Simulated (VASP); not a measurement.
# Ir (P6_3/mmc) in VASP: settings compared

Aim: see how the results for Ir move with the level of theory and the settings. Levels: LDA, BLYP. Tasks: single point.

Program: VASP 6.6.1. These are calculated values, not measurements. Logs are shortened: lines on timing, memory, paths and dates and some standing lists are left out, and cuts for length are marked.

## (1) The cell of the first run

The structure is hexagonal, space group P6_3/mmc (No. 194). The conventional cell has a = 2.733 Å, b = 2.733 Å, c = 4.432 Å, α = 90.00°, β = 90.00°, γ = 120.00°. Within 3.6 Å of Ir (site symmetry -6m2) lie 12 Ir at 2.72 to 2.73 Å.

## (2) Single point, LDA

Input file INCAR:

```
  PREC = Accurate
  ENCUT = 500
  EDIFF = 1E-6
  ISMEAR = -1
  SIGMA = 0.05
  LREAL = F
  LASPH = T
  NELM = 120
  ALGO = Normal
  ISIF = 2
  LWAVE = F
  LCHARG = T
  LELF = T
  LVHAR = T
  NBANDS = 24
  GGA_COMPAT = F
```

Input file KPOINTS:

```
Automatic mesh
0
Gamma
  11 11 6
```

Input file POSCAR:

```
Ir
1.0
    2.7329117147      0.0000000000      0.0000000000
   -1.3664558574      2.3667709712      0.0000000000
    0.0000000000      0.0000000000      4.4323408426
Ir
2
Direct
    0.3333333333      0.6666666667      0.2500000000
    0.6666666667      0.3333333333      0.7500000000
```

Potentials or basis: VASP PAW LDA potentials, release 64 (Ir_sv_GW).

On the command line:

```console
> cat potpaw_LDA.64/Ir_sv_GW/POTCAR > POTCAR
> mpirun -np 1 vasp_std > vasp.out
```

OUTCAR:

```text
PREC = Accurate
   ENCUT = 500
   EDIFF = 1E-6
   ISMEAR = -1
   LREAL = F
   LASPH = T
   NELM = 120
   ISIF = 2

 ion  position               nearest neighbor table
   1  0.333  0.667  0.250-   2 2.72   2 2.72   2 2.72   2 2.72   2 2.72   2 2.72
   2  0.667  0.333  0.750-   1 2.72   1 2.72   1 2.72   1 2.72   1 2.72   1 2.72

  LATTYP: Found a hexagonal cell.
 ALAT       =     2.7329117147
 C/A-ratio  =     1.6218382829

  Lattice vectors:

 A1 = (   2.7329117147,   0.0000000000,   0.0000000000)
 A2 = (  -1.3664558574,   2.3667709712,   0.0000000000)
 A3 = (   0.0000000000,   0.0000000000,   4.4323408426)

Analysis of symmetry for initial positions (statically):
=====================================================================
 Subroutine PRICEL returns:
 Original cell was already a primitive cell.

 Routine SETGRP: Setting up the symmetry group for a
 hexagonal supercell.

 Subroutine GETGRP returns: Found 24 space group operations
 (whereof 12 operations were pure point group operations)
 out of a pool of 24 trial point group operations.

The static configuration has the point symmetry D_3d.
 The point group associated with its full space group is D_6h.

Analysis of symmetry for dynamics (positions and initial velocities):
=====================================================================
 Subroutine PRICEL returns:
 Original cell was already a primitive cell.

 Routine SETGRP: Setting up the symmetry group for a
 hexagonal supercell.

 Subroutine GETGRP returns: Found 24 space group operations
 (whereof 12 operations were pure point group operations)
 out of a pool of 24 trial point group operations.

The dynamic configuration has the point symmetry D_3d.
 The point group associated with its full space group is D_6h.

 Subroutine INISYM returns: Found 24 space group operations
 (whereof 12 operations are pure point group operations),
 and found     1 'primitive' translations

----------------------------------------------------------------------------------------

                                     Primitive cell

  volume of cell :      28.6692

  direct lattice vectors                    reciprocal lattice vectors
     2.732911715  0.000000000  0.000000000     0.365910100  0.211258295  0.000000000
    -1.366455857  2.366770971  0.000000000     0.000000000  0.422516590  0.000000000
     0.000000000  0.000000000  4.432340843     0.000000000  0.000000000  0.225614418

  length of vectors
     2.732911715  2.732911715  4.432340843     0.422516590  0.422516590  0.225614418

  position of ions in fractional coordinates (direct lattice)
     0.333333333  0.666666667  0.250000000
     0.666666667  0.333333333  0.750000000

  ion indices of the primitive-cell ions
   primitive index   ion index
                 1           1
                 2           2

----------------------------------------------------------------------------------------

 KPOINTS: Automatic mesh

Automatic generation of k-mesh.
 Grid dimensions read from file:
 generate k-points for:   11   11    6

 Generating k-lattice:

  Cartesian coordinates                     Fractional coordinates (reciprocal lattice)
     0.033264555  0.019205300  0.000000000     0.090909091  0.000000000  0.000000000
     0.000000000  0.038410599  0.000000000     0.000000000  0.090909091  0.000000000
     0.000000000  0.000000000  0.037602403     0.000000000  0.000000000  0.166666667

  Length of vectors
     0.038410599  0.038410599  0.037602403

  Shift w.r.t. Gamma in fractional coordinates (k-lattice)
     0.000000000  0.000000000  0.000000000

 Subroutine IBZKPT returns following result:
 ===========================================

 Found     64 irreducible k-points:

 Following reciprocal coordinates:
            Coordinates               Weight
  0.000000  0.000000  0.000000      1.000000
  0.090909  0.000000  0.000000      6.000000
  0.181818  0.000000  0.000000      6.000000
  0.272727  0.000000  0.000000      6.000000
  0.363636  0.000000  0.000000      6.000000
  0.454545  0.000000  0.000000      6.000000
[... 16 lines left out ...]
  0.090909  0.090909  0.166667     12.000000
  0.181818  0.090909  0.166667     24.000000
 [... further k-points ...]
   k-points           NKPTS =     64   k-points in BZ     NKDIM =     64   number of bands    NBANDS=     24
   number of dos      NEDOS =    301   number of ions     NIONS =      2
   total plane-waves  NPLWV =  12800
   dimension x,y,z NGX =    20 NGY =   20 NGZ =   32
   dimension x,y,z NGXF=    40 NGYF=   40 NGZF=   64
   ions per type =               2
   NGX,Y,Z   is equivalent  to a cutoff of  12.17, 12.17, 12.00 a.u.
   NGXF,Y,Z  is equivalent  to a cutoff of  24.33, 24.33, 24.00 a.u.
 SYSTEM =  unknown system
   PREC   = accura    normal or accurate (medium, high low for compatibility)
   ISTART =      0    job   : 0-new  1-cont  2-samecut
   ICHARG =      2    charge: 1-file 2-atom 10-const
   ISPIN  =      1    spin polarized calculation?
   LNONCOLLINEAR =      F non collinear calculations
   LSORBIT =      F    spin-orbit coupling
   LASPH  =      T    aspherical Exc in radial PAW
   ENCUT  =  500.0 eV  36.75 Ry    6.06 a.u.   4.98  4.98  8.08*2*pi/ulx,y,z
   NELM   =    120;   NELMIN=  2; NELMDL= -5     # of ELM steps
   EDIFF  = 0.1E-05   stopping-criterion for ELM
   LREAL  =      F    real-space projection
   EDIFFG = 0.1E-04   stopping-criterion for IOM
   NSW    =      0    number of steps for IOM
   IBRION =     -1    ionic relax: 0-MD 1-quasi-New 2-CG
   NFREE  =      0    steps in history (QN), initial steepest desc. (CG)
   ISIF   =      2    stress and relaxation
   ISYM   =      2    0-nonsym 1-usesym 2-fastsym
   POTIM  = 0.5000    time-step for ionic-motion
   TEBEG  =    0.0;   TEEND  =   0.0 temperature during run
   PSTRESS=    0.0 pullay stress
   NELECT =      34.0000    total number of electrons
   NUPDOWN=      -1.0000    fix difference up-down
   EMIN   =  10.00;   EMAX   =-10.00  energy-range for DOS
   EFERMI =   0.00;   METHOD = LEGACY
   ISMEAR =    -1;   SIGMA  =   0.05  broadening in eV -4-tet -1-fermi 0-gaus
   EFERMI_NEDOS =   21; number of points for ismear=-14 and -15
   IALGO  =     38    algorithm
   IMIX   =      4    mixing-type and parameters
     AMIX     =   0.40;   BMIX     =  1.00
     AMIX_MAG =   1.60;   BMIX_MAG =  1.00
  volume/ion in A,a.u.               =      14.33        96.73
  Fermi-wavevector in a.u.,A,eV,Ry     =   1.732857  3.274626 40.855500  3.002795
  Thomas-Fermi vector in A             =   2.806954
   LORBIT       =      0    0 simple, 1 ext, 2 COOP (PROOUT), +10 PAW based schemes
   GGA     = CA    functional components
   LHFCALC =     F    Hartree Fock is set to
   AEXX    =    0.0000 exact exchange contribution
   IVDW    =     0    specifies the selected vdW correction
   LEPSILON=     F    determine dielectric tensor
   LRPA    =     F    only Hartree local field effects (RPA)
 non-spin polarized calculation
  energy-cutoff  :      500.00
  volume of cell :       28.67
 maximum number of plane-waves:       752
 NGX is ok and might be reduce to    20
   NGX =  9   NGY =  9   NGZ = 17

 number of electron      34.0000000 magnetization

 Free energy of the ion-electron system (eV)
  ---------------------------------------------------
  ext. energy  EPLUGINS =         0.00000000
  ---------------------------------------------------
  free energy    TOTEN  =       -21.60363406 eV

  energy without entropy =      -21.57882585  energy(sigma->0) =      -21.59122996

 E-fermi :  12.5009     XC(G=0): -14.7003

 val. band max:       12.4897776474   @ k =   0.3636   0.1818   0.1667
 cond. band min:      12.5062548301   @ k =   0.2727   0.0909   0.3333
 fundamental gap:      0.0164771828
 Fermi energy:        12.5008828708

 k-point     1 :       0.0000    0.0000    0.0000
  band No.  band energies     occupation
      1     -80.0594      2.00000
      2     -79.9946      2.00000
      3     -37.5470      2.00000
      4     -36.8686      2.00000
      5     -36.8686      2.00000
      6     -36.7708      2.00000
[... 16 lines left out ...]
     23      28.2247      0.00000
     24      29.3183      0.00000

 k-point     2 :       0.0909    0.0000    0.0000
  band No.  band energies     occupation
      1     -80.0550      2.00000
      2     -79.9929      2.00000
      3     -37.5277      2.00000
      4     -36.9148      2.00000
      5     -36.8834      2.00000
      6     -36.8038      2.00000
[... 16 lines left out ...]
     23      28.6341      0.00000
     24      29.8337      0.00000

 k-point     3 :       0.1818    0.0000    0.0000
  band No.  band energies     occupation
      1     -80.0431      2.00000
      2     -79.9875      2.00000
      3     -37.4719      2.00000
      4     -37.0355      2.00000
      5     -36.9283      2.00000
      6     -36.9215      2.00000
[... 16 lines left out ...]
     23      29.0340      0.00000
     24      29.9389      0.00000

 k-point     4 :       0.2727    0.0000    0.0000
  band No.  band energies     occupation
      1     -80.0271      2.00000
      2     -79.9815      2.00000
      3     -37.3896      2.00000
      4     -37.1963      2.00000
      5     -37.0865      2.00000
      6     -36.9699      2.00000
[... 16 lines left out ...]
     23      27.6299      0.00000
     24      27.6344      0.00000

 k-point     5 :       0.3636    0.0000    0.0000
  band No.  band energies     occupation
      1     -80.0101      2.00000
      2     -79.9770      2.00000
      3     -37.3413      2.00000
      4     -37.2973      2.00000
      5     -37.2273      2.00000
      6     -37.0130      2.00000
[... 451 lines left out ...]
 k-point    22 :       0.4545    0.0000    0.1667
  band No.  band energies     occupation
      1     -79.9977      2.00000
      2     -79.9775      2.00000
      3     -37.4618      2.00000
      4     -37.3474      2.00000
      5     -37.1641      2.00000
      6     -37.0264      2.00000
[... 16 lines left out ...]
     23      24.7121      0.00000
     24      25.3027      0.00000

 k-point    23 :       0.0909    0.0909    0.1667
  band No.  band energies     occupation
      1     -80.0431      2.00000
      2     -79.9933      2.00000
      3     -37.4509      2.00000
      4     -36.9768      2.00000
      5     -36.9446      2.00000
      6     -36.8916      2.00000
[... 16 lines left out ...]
     23      29.2189      0.00000
     24      29.5689      0.00000

 k-point    24 :       0.1818    0.0909    0.1667
  band No.  band energies     occupation
      1     -80.0295      2.00000
      2     -79.9870      2.00000
      3     -37.4007      2.00000
      4     -37.0998      2.00000
      5     -37.0678      2.00000
      6     -36.9435      2.00000
[... 16 lines left out ...]
     23      27.6504      0.00000
     24      28.7348      0.00000

 [... further k-points ...]

------------------------ aborting loop because EDIFF is reached ----------------------------------------

  FORCE on cell =-STRESS in cart. coord.  units (eV):
  Direction    XX          YY          ZZ          XY          YZ          ZX
  --------------------------------------------------------------------------------------
  -------------------------------------------------------------------------------------
  Total       -2.2829060     -2.2829060     -2.3695034      0.0000000      0.0000000      0.0000000
  in kB     -127.5803012   -127.5803012   -132.4198007      0.0000000      0.0000000      0.0000000
  external PRESSURE =    -129.1934677 kB  Pullay stress =       0.0000000 kB

 VOLUME and BASIS-vectors are now :
 -----------------------------------------------------------------------------
  energy-cutoff  :      500.00
  volume of cell :       28.67
      direct lattice vectors                 reciprocal lattice vectors
     2.732911715  0.000000000  0.000000000     0.365910100  0.211258295  0.000000000
    -1.366455857  2.366770971  0.000000000     0.000000000  0.422516590  0.000000000
     0.000000000  0.000000000  4.432340843     0.000000000  0.000000000  0.225614418

 POSITION                                       TOTAL-FORCE (eV/Angst)
 -----------------------------------------------------------------------------------
     -0.00000      1.57785      1.10809         0.000000      0.000000      0.000000
      1.36646      0.78892      3.32426        -0.000000     -0.000000      0.000000
 -----------------------------------------------------------------------------------
    total drift:                               -0.000001      0.000000     -0.000000

  FREE ENERGIE OF THE ION-ELECTRON SYSTEM (eV)
  ---------------------------------------------------
  free  energy   TOTEN  =       -21.6036340575 eV

  energy  without entropy=      -21.5788258545  energy(sigma->0) =      -21.59122996
```

It took 30 s on 1 thread of AMD EPYC 7R13 (Zen 3), shared host; peak memory 0.12 GiB.

Results:

```
Free energy            : -21.6036 eV
Pressure               : -12.9 GPa
Band gap on the k mesh : zero (band 17 reaches 13.47 eV, above the bottom of band 18 at 10.29 eV)
```

Stress tensor (GPa, compression positive):
```
-12.76   0.00   0.00
  0.00 -12.76   0.00
  0.00   0.00 -13.24
```

Levels at points of the mesh, in eV from the Fermi level:
```tsv
k point	band 15	band 16	band 17	band 18	band 19	band 20
(0.00, 0.00, 0.00)	-3.13	-2.34	-2.34	-0.72	0.28	0.28
(0.00, 0.00, 0.50)	-3.89	-3.89	-0.45	-0.45	-0.45	-0.45
```

Caveat: spin-orbit coupling is left out, which moves the levels of the heavy elements.

## (3) Single point, BLYP

This run uses another cell than the first one, of 15.33 Å³/atom, 1.070 times its volume.

Input file INCAR:

```
SYSTEM = Ir
AGGAC = 1.0
AGGAX = 1.0
ALDAC = 0.0
ALDAX = 1.0
ALGO = Normal
EDIFF = 1E-6
ENCUT = 500
GGA = B5
GGA_COMPAT = .False.
ISIF = 2
ISMEAR = -1
LASPH = .True.
LCHARG = .False.
LREAL = .False.
LWAVE = .False.
NBANDS = 24
NELM = 120
PREC = Accurate
SIGMA = 0.05
```

Input file KPOINTS:

```
k-points
0
Gamma
  11 11 6
  0 0 0
```

Input file POSCAR:

```
Ir
1.0
    2.7963987384      0.0000000000      0.0000000000
   -1.3981993692      2.4217523466      0.0000000000
    0.0000000000      0.0000000000      4.5287798474
Ir
2
Direct
    0.3333333333      0.6666666667      0.2500000000
    0.6666666667      0.3333333333      0.7500000000
```

Potentials or basis: VASP PAW PBE potentials, release 64 (Ir_sv_GW).

On the command line:

```console
> cat potpaw_PBE.64/Ir_sv_GW/POTCAR > POTCAR
> mpirun -np 1 vasp_std > vasp.out
```

It took 25 s on 1 thread of AMD EPYC 9R45 (Zen 5), shared host; peak memory 0.14 GiB.

It converged, with:

```
Free energy            : -15.9802 eV
Pressure               : -1.4 GPa
Band gap on the k mesh : zero (band 17 reaches 12.89 eV, above the bottom of band 18 at 10.10 eV)
```

Levels at points of the mesh, in eV from the Fermi level:
| k point | band 14 | band 15 | band 16 | band 17 | band 18 | band 19 | band 20 | band 21 |
| --- | --- | --- | --- | --- | --- | --- | --- | --- |
| (0.00, 0.00, 0.00) | -2.82 | -2.82 | -2.13 | -2.13 | -0.24 | 0.24 | 0.24 | 6.42 |
| (0.00, 0.00, 0.50) | -3.51 | -3.51 | -3.51 | -0.44 | -0.44 | -0.44 | -0.44 | 13.46 |

Caveat: the PAW data sets were made with another functional, which shifts forces and pressure a little; spin-orbit coupling is left out, which moves the levels of the heavy elements.
